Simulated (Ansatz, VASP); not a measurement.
One calculation of H2C18O, two programs

```
CELL_PARAMETERS angstrom
7.39800 0.00000 0.00000
-3.69900 6.40686 0.00000
0.00000 0.00000 13.00000
ATOMIC_POSITIONS crystal
C 0.99567 0.99774 0.06019
C 0.21948 0.10959 0.06011
C 0.99652 0.33236 0.06009
C 0.21846 0.44323 0.06013
C 0.99693 0.66478 0.05988
C 0.21804 0.77536 0.05962
C 0.33006 0.99925 0.05977
C 0.55197 0.11009 0.05989
C 0.33044 0.33152 0.06019
C 0.55143 0.44198 0.06014
C 0.32908 0.66439 0.05986
C 0.55294 0.77636 0.05999
C 0.66379 0.99826 0.05997
C 0.88477 0.10862 0.06015
C 0.66231 0.33109 0.06008
C 0.88604 0.44281 0.06002
C 0.66328 0.66579 0.06014
C 0.88518 0.77672 0.06011
O 0.29071 0.79031 0.31835
H 0.22107 0.87147 0.31219
H 0.26904 0.72404 0.25145
```

Alike in both runs: functional PBE; dispersion D3(BJ); k mesh 2 × 2 × 1; occupations fermi-dirac, width 0.05 eV; no spin polarisation.

Ansatz relaxed the structure, and its values are those at the end. VASP's run is a single point on that final structure, the one shown.

|  | VASP | Ansatz |
| --- | --- | --- |
| version | VASP 6.6.1 | Ansatz 0.2.0 |
| potentials or method | VASP PAW PBE potentials, release 64 (C, O, H), cutoff 520 eV | scalar-relativistic, plane waves, PAW |
| valence electrons in the cell | 80 | 80 |

```csv
,VASP,Ansatz,Ansatz less VASP
rms of the force components (eV/Å),0.022,0.010,-0.0121
```

Ansatz's warnings: xc potential rough in thin density.

The k mesh is coarse, so the values compare programs but aren't converged.
